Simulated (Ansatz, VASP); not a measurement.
One calculation of Ga, two programs

The input INCAR:

```
PREC     = Accurate       # precision mode
ENCUT    = 520            # plane-wave cutoff, eV
EDIFF    = 1E-7           # SCF threshold, eV
ISMEAR   = -1             # smearing method
SIGMA    = 0.08           # smearing width, eV
LREAL    = False          # projectors in reciprocal space
LASPH    = True           # aspherical terms in the spheres
NELM     = 80             # most SCF steps
ALGO     = Normal         # electronic algorithm
ISIF     = 2              # what is computed and relaxed
LWAVE    = False          # write WAVECAR
LCHARG   = True           # write CHGCAR
GGA      = PE             # functional
LELF     = True           # ELF
LVHAR    = True         
NBANDS   = 20             # bands
```

File KPOINTS:

```
regular mesh
0
Gamma
  12 12 10
```

File POSCAR:

```
Ga
1.0
    1.4065000000     -3.9430500000      0.0000000000
    1.4065000000      3.9430500000      0.0000000000
    0.0000000000      0.0000000000      3.1700000000
Ga
2
Direct
    0.8670000000      0.1330000000      0.2500000000
    0.1330000000      0.8670000000      0.7500000000
```

Input for Ansatz:

```yaml
crystal:
  lattice:
    - [1.4065, -3.94305, 0.0]
    - [1.4065, 3.94305, 0.0]
    - [0.0, 0.0, 3.17]
  atoms:
    - { symbol: Ga, position: [0.867, 0.133, 0.25] }
    - { symbol: Ga, position: [0.133, 0.867, 0.75] }
kpoints:
  mp_grid: { grid: [12, 12, 10] }
  band_path:
    path:
      - [0.0, 0.0, 0.0]
      - [-0.5, 0.5, 0.0]
      - [-0.2818093587, 0.7181906413, 0.0]
      - [0.2818093587, 0.2818093587, 0.0]
      - [0.0, 0.0, 0.0]
      - [0.0, 0.0, 0.5]
      - [0.2818093587, 0.2818093587, 0.5]
      - [-0.2818093587, 0.7181906413, 0.5]
      - [-0.5, 0.5, 0.5]
    npoints: 5
scf:
  occupations: { method: fermi_dirac, width: 0.08 }
hamiltonian:
  xc: pbe
  pseudopotentials: { kind: all_electron, lapw: { basis_error: 0.001 } }
output:
  forces: true
  stress: true
  eigenvalues: true
```

Change from the starting cell: equal xx and yy strain of -3 %.

Alike in both runs: task single point; functional PBE; k mesh 12 × 12 × 10; occupations fermi-dirac, width 0.08 eV; no spin polarisation.

```csv
,VASP,Ansatz
version,VASP 6.6.1,Ansatz 0.2.0
potentials or method,"VASP PAW PBE potentials, release 64 (Ga_d), cutoff 520 eV","all-electron LAPW, scalar-relativistic"
```

VASP gave:

| Item | Value |
| --- | --- |
| pressure (GPa) | 5.4 |
| traceless stress, the component that is largest in VASP (GPa) | -2.40 |
| rms of the force components (eV/Å) | 0.122 |

Q: Estimate Ansatz's values.

A: Pressure (GPa): 5.3; traceless stress, the component that is largest in VASP (GPa): -2.40; rms of the force components (eV/Å): 0.121.

Atom by atom the forces differ by 0.001 eV/Å (rms over components). Ansatz ran all-electron here, and VASP with PAW potentials.
